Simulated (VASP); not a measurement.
# As (R-3m) in VASP: further runs

Runs on As. Level: PBEsol+D3(BJ). Tasks: single point.

All numbers are computed with VASP 6.6.1; they aren't measurements. Logs are shortened: lines on timing, memory, paths and dates and some standing lists are left out, and cuts for length are marked.

### Step 1. The cell of the first run

It takes space group R-3m (No. 166, trigonal). Conventional cell: a = 3.653 Å, b = 3.653 Å, c = 9.227 Å, α = 90.00°, β = 90.00°, γ = 120.00°. Within 3.3 Å of As (site symmetry 3m) lie 6 As at 2.48 to 2.75 Å.

### Step 2. Single point, PBEsol+D3(BJ)

INCAR

```
  ALGO = Normal
  EDIFF = 1E-6
  ENCUT = 500
  GGA = PS
  GGA_COMPAT = F
  ISIF = 2
  ISMEAR = -1
  IVDW = 12
  LASPH = T
  LCHARG = F
  LREAL = F
  LWAVE = F
  NBANDS = 12
  NELM = 120
  PREC = Accurate
  SIGMA = 0.1
```

KPOINTS

```
k-points
0
Gamma
  8 8 8
```

POSCAR

```
As
1.0
    1.8262648537      1.0543946508      3.0758147364
   -1.8262648537      1.0543946508      3.0758147364
    0.0000000000     -2.1087888639      3.0758148864
As
2
Direct
    0.7627032210      0.7627032210      0.7627032210
    0.2372967790      0.2372967790      0.2372967790
```

Potentials or basis: VASP PAW PBE potentials, release 64 (As).

Started as:

```sh
cat potpaw_PBE.64/As/POTCAR > POTCAR
mpirun -np 1 vasp_std > vasp.out
```

OUTCAR:

```text
EDIFF = 1E-6
   ENCUT = 500
   GGA = PS
   ISIF = 2
   ISMEAR = -1
   IVDW = 12
   LASPH = T
   LREAL = F
   NELM = 120
   PREC = Accurate
 IVDW          = 12

 ion  position               nearest neighbor table
   1  0.763  0.763  0.763-   2 2.48   2 2.48   2 2.48   2 2.75   2 2.75   2 2.75
   2  0.237  0.237  0.237-   1 2.48   1 2.48   1 2.48   1 2.75   1 2.75   1 2.75

  LATTYP: Found a trigonal (rhomboedric) cell.
 ALAT       =     3.7292931888
 COS(alpha) =     0.5203720734

  Lattice vectors:

 A1 = (   1.8262648537,   1.0543946508,   3.0758147364)
 A2 = (  -1.8262648537,   1.0543946508,   3.0758147364)
 A3 = (   0.0000000000,  -2.1087888639,   3.0758148864)

Analysis of symmetry for initial positions (statically):
=====================================================================
 Subroutine PRICEL returns:
 Original cell was already a primitive cell.

 Routine SETGRP: Setting up the symmetry group for a
 trigonal (rhombohedral) supercell.

 Subroutine GETGRP returns: Found 12 space group operations
 (whereof 12 operations were pure point group operations)
 out of a pool of 12 trial point group operations.

The static configuration has the point symmetry D_3d.

Analysis of symmetry for dynamics (positions and initial velocities):
=====================================================================
 Subroutine PRICEL returns:
 Original cell was already a primitive cell.

 Routine SETGRP: Setting up the symmetry group for a
 trigonal (rhombohedral) supercell.

 Subroutine GETGRP returns: Found 12 space group operations
 (whereof 12 operations were pure point group operations)
 out of a pool of 12 trial point group operations.

The dynamic configuration has the point symmetry D_3d.

 Subroutine INISYM returns: Found 12 space group operations
 (whereof 12 operations are pure point group operations),
 and found     1 'primitive' translations

----------------------------------------------------------------------------------------

                                     Primitive cell

  volume of cell :      35.5368

  direct lattice vectors                    reciprocal lattice vectors
     1.826264854  1.054394651  3.075814736     0.273782852  0.158068608  0.108372361
    -1.826264854  1.054394651  3.075814736    -0.273782852  0.158068608  0.108372361
     0.000000000 -2.108788864  3.075814886     0.000000000 -0.316137201  0.108372383

  length of vectors
     3.729293189  3.729293189  3.729293189     0.334196504  0.334196504  0.334196504

  position of ions in fractional coordinates (direct lattice)
     0.762703221  0.762703221  0.762703221
     0.237296779  0.237296779  0.237296779

  ion indices of the primitive-cell ions
   primitive index   ion index
                 1           1
                 2           2

----------------------------------------------------------------------------------------

 KPOINTS: k-points

Automatic generation of k-mesh.
 Grid dimensions read from file:
 generate k-points for:    8    8    8

 Generating k-lattice:

  Cartesian coordinates                     Fractional coordinates (reciprocal lattice)
     0.034222856  0.019758576  0.013546545     0.125000000  0.000000000  0.000000000
    -0.034222856  0.019758576  0.013546545     0.000000000  0.125000000  0.000000000
     0.000000000 -0.039517150  0.013546548     0.000000000  0.000000000  0.125000000

  Length of vectors
     0.041774563  0.041774563  0.041774563

  Shift w.r.t. Gamma in fractional coordinates (k-lattice)
     0.000000000  0.000000000  0.000000000

 Subroutine IBZKPT returns following result:
 ===========================================

 Found     65 irreducible k-points:

 Following reciprocal coordinates:
            Coordinates               Weight
  0.000000  0.000000  0.000000      1.000000
  0.125000  0.000000  0.000000      6.000000
  0.250000  0.000000  0.000000      6.000000
  0.375000  0.000000  0.000000      6.000000
  0.500000  0.000000  0.000000      3.000000
  0.125000  0.125000  0.000000      6.000000
[... 16 lines left out ...]
  0.250000  0.125000  0.125000      6.000000
  0.375000  0.125000  0.125000      6.000000
 [... further k-points ...]
   k-points           NKPTS =     65   k-points in BZ     NKDIM =     65   number of bands    NBANDS=     12
   number of dos      NEDOS =    301   number of ions     NIONS =      2
   total plane-waves  NPLWV =  21952
   dimension x,y,z NGX =    28 NGY =   28 NGZ =   28
   dimension x,y,z NGXF=    56 NGYF=   56 NGZF=   56
   ions per type =               2
   NGX,Y,Z   is equivalent  to a cutoff of  12.48, 12.48, 12.48 a.u.
   NGXF,Y,Z  is equivalent  to a cutoff of  24.96, 24.96, 24.96 a.u.
 SYSTEM =  unknown system
   PREC   = accura    normal or accurate (medium, high low for compatibility)
   ISTART =      0    job   : 0-new  1-cont  2-samecut
   ICHARG =      2    charge: 1-file 2-atom 10-const
   ISPIN  =      1    spin polarized calculation?
   LNONCOLLINEAR =      F non collinear calculations
   LSORBIT =      F    spin-orbit coupling
   LASPH  =      T    aspherical Exc in radial PAW
   ENCUT  =  500.0 eV  36.75 Ry    6.06 a.u.   6.80  6.80  6.80*2*pi/ulx,y,z
   NELM   =    120;   NELMIN=  2; NELMDL= -5     # of ELM steps
   EDIFF  = 0.1E-05   stopping-criterion for ELM
   LREAL  =      F    real-space projection
   EDIFFG = 0.1E-04   stopping-criterion for IOM
   NSW    =      0    number of steps for IOM
   IBRION =     -1    ionic relax: 0-MD 1-quasi-New 2-CG
   NFREE  =      0    steps in history (QN), initial steepest desc. (CG)
   ISIF   =      2    stress and relaxation
   ISYM   =      2    0-nonsym 1-usesym 2-fastsym
   POTIM  = 0.5000    time-step for ionic-motion
   TEBEG  =    0.0;   TEEND  =   0.0 temperature during run
   PSTRESS=    0.0 pullay stress
   NELECT =      10.0000    total number of electrons
   NUPDOWN=      -1.0000    fix difference up-down
   EMIN   =  10.00;   EMAX   =-10.00  energy-range for DOS
   EFERMI =   0.00;   METHOD = LEGACY
   ISMEAR =    -1;   SIGMA  =   0.10  broadening in eV -4-tet -1-fermi 0-gaus
   EFERMI_NEDOS =   21; number of points for ismear=-14 and -15
   IALGO  =     38    algorithm
   IMIX   =      4    mixing-type and parameters
     AMIX     =   0.40;   BMIX     =  1.00
     AMIX_MAG =   1.60;   BMIX_MAG =  1.00
  volume/ion in A,a.u.               =      17.77       119.91
  Fermi-wavevector in a.u.,A,eV,Ry     =   1.072792  2.027282 15.658700  1.150882
  Thomas-Fermi vector in A             =   2.208572
   LORBIT       =      0    0 simple, 1 ext, 2 COOP (PROOUT), +10 PAW based schemes
   GGA     = PS    functional components
   LHFCALC =     F    Hartree Fock is set to
   AEXX    =    0.0000 exact exchange contribution
   IVDW    =    12    specifies the selected vdW correction
   LEPSILON=     F    determine dielectric tensor
   LRPA    =     F    only Hartree local field effects (RPA)
 non-spin polarized calculation
  energy-cutoff  :      500.00
  volume of cell :       35.54
 maximum number of plane-waves:       917
   NGX = 13   NGY = 13   NGZ = 13

 number of electron      10.0000000 magnetization

 number of electron       9.9999999 magnetization

 Free energy of the ion-electron system (eV)
  ---------------------------------------------------
  ext. energy  EPLUGINS =         0.00000000
  ---------------------------------------------------
  free energy    TOTEN  =       -10.00049711 eV

  energy without entropy =       -9.98685230  energy(sigma->0) =       -9.99367470

 E-fermi :   7.4528     XC(G=0): -11.0003

 val. band max:        7.2704533655   @ k =   0.2500   0.1250   0.1250
 cond. band min:       7.4555905718   @ k =   0.5000   0.0000   0.0000
 fundamental gap:      0.1851372063
 Fermi energy:         7.4528208179

 k-point     1 :       0.0000    0.0000    0.0000
  band No.  band energies     occupation
      1      -9.0069      2.00000
      2       3.0812      2.00000
      3       4.9604      2.00000
      4       5.0963      2.00000
      5       5.0963      2.00000
      6      10.6012      0.00000
      7      11.3103      0.00000
      8      11.3103      0.00000
      9      13.3112      0.00000
     10      13.3112      0.00000
     11      13.7379      0.00000
     12      15.8749      0.00000

 k-point     2 :       0.1250    0.0000    0.0000
  band No.  band energies     occupation
      1      -8.7648      2.00000
      2       1.5619      2.00000
      3       4.9639      2.00000
      4       5.0515      2.00000
      5       5.9428      2.00000
      6      10.2822      0.00000
      7      10.5516      0.00000
      8      10.7640      0.00000
      9      12.8521      0.00000
     10      13.4741      0.00000
     11      13.4871      0.00000
     12      17.4613      0.00000

 k-point     3 :       0.2500    0.0000    0.0000
  band No.  band energies     occupation
      1      -8.0431      2.00000
      2      -0.8119      2.00000
      3       5.0014      2.00000
      4       5.0016      2.00000
      5       6.6067      1.99958
      6       9.0062      0.00000
      7       9.0880      0.00000
      8       9.5840      0.00000
      9      13.6989      0.00000
     10      14.4736      0.00000
     11      14.8092      0.00000
     12      20.4660      0.00000
[... 286 lines left out ...]
 k-point    23 :       0.2500    0.1250    0.1250
  band No.  band energies     occupation
      1      -8.3973      2.00000
      2       0.2764      2.00000
      3       3.7196      2.00000
      4       5.6447      2.00000
      5       7.2705      1.72201
      6       8.7798      0.00000
      7       9.0971      0.00000
      8      11.6122      0.00000
      9      13.2418      0.00000
     10      13.5935      0.00000
     11      15.2765      0.00000
     12      17.1044      0.00000

 k-point    24 :       0.3750    0.1250    0.1250
  band No.  band energies     occupation
      1      -7.5387      2.00000
      2      -1.6088      2.00000
      3       2.9517      2.00000
      4       5.6510      2.00000
      5       7.5892      0.40734
      6       7.7890      0.06701
      7       8.1503      0.00187
      8      11.7869      0.00000
      9      13.6054      0.00000
     10      14.7124      0.00000
     11      17.3970      0.00000
     12      19.2178      0.00000

 [... further k-points ...]

------------------------ aborting loop because EDIFF is reached ----------------------------------------

 Edisp (eV)   -0.89207

 E8    (eV) :    -0.5728

  FORCE on cell =-STRESS in cart. coord.  units (eV):
  Direction    XX          YY          ZZ          XY          YZ          ZX
  --------------------------------------------------------------------------------------
  -------------------------------------------------------------------------------------
  Total       2.25488     2.25488     2.23048     0.00000    -0.00000     0.00000
  in kB     101.66124   101.66124   100.56108     0.00000    -0.00000     0.00000
  external pressure =      101.29 kB  Pullay stress =        0.00 kB

 VOLUME and BASIS-vectors are now :
 -----------------------------------------------------------------------------
  energy-cutoff  :      500.00
  volume of cell :       35.54
      direct lattice vectors                 reciprocal lattice vectors
     1.826264854  1.054394651  3.075814736     0.273782852  0.158068608  0.108372361
    -1.826264854  1.054394651  3.075814736    -0.273782852  0.158068608  0.108372361
     0.000000000 -2.108788864  3.075814886     0.000000000 -0.316137201  0.108372383

 POSITION                                       TOTAL-FORCE (eV/Angst)
 -----------------------------------------------------------------------------------
      0.00000      0.00000      7.03780         0.000000     -0.000000     -0.059315
      0.00000      0.00000      2.18964         0.000000      0.000000      0.059315
 -----------------------------------------------------------------------------------
    total drift:                               -0.000000      0.000000     -0.000000

  FREE ENERGIE OF THE ION-ELECTRON SYSTEM (eV)
  ---------------------------------------------------
  free  energy   TOTEN  =       -10.8925714685 eV

  energy  without entropy=      -10.8789266616  energy(sigma->0) =      -10.88574907
```

Run time: 19 s. Hardware: 1 thread of Intel Xeon 6975P-C, shared host; peak memory 0.17 GiB.

Results:

* Free energy: -10.8926 eV
* Pressure: 10.1 GPa
* Largest force: 0.059 eV/Å
* Band gap on the k mesh: zero (band 5 reaches 7.59 eV, above the bottom of band 6 at 7.06 eV)
* Dispersion energy per atom: -0.446 eV

Forces in eV/Å, atoms in the order of the input:
```
As   0.000  0.000 -0.059
As   0.000  0.000  0.059
```

Caveat: three body term missing; the PAW data sets were made with another functional, which shifts forces and pressure a little; pairwise dispersion overbinds metals, which lowers pressure and volume.

### Step 3. Single point, PBEsol+D3(BJ)

This run uses another cell than the first one, of 18.68 Å³/atom, 1.051 times its volume.

INCAR

```
ALGO     = Normal         # electronic algorithm
EDIFF    = 1E-6           # SCF threshold, eV
ENCUT    = 500            # plane-wave cutoff, eV
GGA      = PS             # functional
GGA_COMPAT= F            
ISIF     = 2              # what is computed and relaxed
ISMEAR   = -1             # smearing method
IVDW     = 12             # dispersion correction
LASPH    = T              # aspherical terms in the spheres
LCHARG   = F              # write CHGCAR
LREAL    = F              # projectors in reciprocal space
LWAVE    = F              # write WAVECAR
NBANDS   = 12             # bands
NELM     = 120            # most SCF steps
PREC     = Accurate       # precision mode
SIGMA    = 0.1            # smearing width, eV
```

KPOINTS is that of step 2.

POSCAR

```
As
1.0
    1.8491564930      1.0676111486      3.1534896680
   -1.8491564930      1.0676111486      3.1534896680
    0.0000000000     -2.1352218485      3.1534898199
As
2
Direct
    0.7650668309      0.7650668309      0.7650668309
    0.2349331691      0.2349331691      0.2349331691
```

Potentials or basis: VASP PAW PBE potentials, release 64 (As).

Started as:

```sh
cat potpaw_PBE.64/As/POTCAR > POTCAR
mpirun -np 1 vasp_std > vasp.out
```

Wall time 15 s (1 thread of Intel Xeon 6975P-C, shared host); peak memory 0.18 GiB.

It converged, with:

```yaml
Free_energy: -10.9748 eV
Pressure: 5.0 GPa
Largest_force: 0.058 eV/Å
Band_gap_on_the_k_mesh: zero (band 5 reaches 6.99 eV, above the bottom of band 6 at 6.70 eV)
Dispersion_energy_per_atom: -0.424 eV
```

Forces on the atoms (eV/Å):
```
As   0.000  0.000 -0.058
As   0.000  0.000  0.058
```

Levels at points of the mesh, in eV from the Fermi level:
```
           k point  band 2  band 3  band 4  band 5  band 6  band 7  band 8  band 9
(0.00, 0.00, 0.00)   -4.82   -2.49   -2.33   -2.33    2.74    3.56    3.56    5.98
(0.50, 0.00, 0.00)  -12.02   -2.48   -2.19   -0.49   -0.19    0.24    0.29   10.13
(0.50, 0.50, 0.00)   -9.51   -7.27   -4.96   -4.92    1.33    6.51    7.07    8.92
(0.50, 0.50, 0.50)  -11.31   -1.83   -1.83   -0.46   -0.21   -0.21    1.35    9.29
```

Caveat: three body term missing; the PAW data sets were made with another functional, which shifts forces and pressure a little; pairwise dispersion overbinds metals, which lowers pressure and volume.

### Step 4. Single point, PBEsol+D3(BJ)

This run uses another cell than the first one, of 19.93 Å³/atom, 1.122 times its volume.

INCAR

```
SYSTEM = As
  ALGO = Normal
  EDIFF = 1E-6
  ENCUT = 500
  GGA = PS
  GGA_COMPAT = .FALSE.
  ISIF = 2
  ISMEAR = -1
  IVDW = 12
  LASPH = .TRUE.
  LCHARG = .FALSE.
  LREAL = .FALSE.
  LWAVE = .FALSE.
  NBANDS = 12
  NELM = 120
  PREC = Accurate
  SIGMA = 0.1
```

KPOINTS

```
k-points
0
G
  8 8 8
  0 0 0
```

POSCAR

```
As
1.0
    1.8750866827      1.0825819562      3.2726162045
   -1.8750866827      1.0825819562      3.2726162045
    0.0000000000     -2.1651634468      3.2726163585
As
2
Direct
    0.7679892526      0.7679892526      0.7679892526
    0.2320107474      0.2320107474      0.2320107474
```

Started as:

```sh
cat potpaw_PBE.64/As/POTCAR > POTCAR
mpirun -np 1 vasp_std > vasp.out
```

It took 23 s on 1 thread of Intel Xeon 6975P-C, shared host; peak memory 0.19 GiB.

The run converged. Its results:

```yaml
Free_energy: -11.0079 eV
Pressure: 0.0 GPa
Largest_force: 0.058 eV/Å
Band_gap_on_the_k_mesh: zero (band 5 reaches 6.24 eV, above the bottom of band 6 at 5.84 eV)
Dispersion_energy_per_atom: -0.397 eV
```

Forces on the atoms (eV/Å):
```
As   0.000  0.000 -0.058
As   0.000  0.000  0.058
```

Stress tensor (GPa, compression positive):
```
 0.07  0.00  0.00
 0.00  0.07  0.00
 0.00  0.00 -0.07
```

Levels at points of the mesh, in eV from the Fermi level:
| k point | band 3 | band 4 | band 5 | band 6 | band 7 | band 8 |
| --- | --- | --- | --- | --- | --- | --- |
| (0.00, 0.00, 0.00) | -2.50 | -2.26 | -2.26 | 2.25 | 3.21 | 3.21 |
| (0.50, 0.00, 0.00) | -2.64 | -2.39 | -0.40 | -0.38 | 0.15 | 0.57 |
| (0.50, 0.50, 0.00) | -6.80 | -4.68 | -4.63 | 1.38 | 5.96 | 6.77 |
| (0.50, 0.50, 0.50) | -1.85 | -1.85 | -0.69 | 0.06 | 0.06 | 1.42 |

Caveat: three body term missing; the PAW data sets were made with another functional, which shifts forces and pressure a little; pairwise dispersion overbinds metals, which lowers pressure and volume.

(Continued in part 2 of 2.)
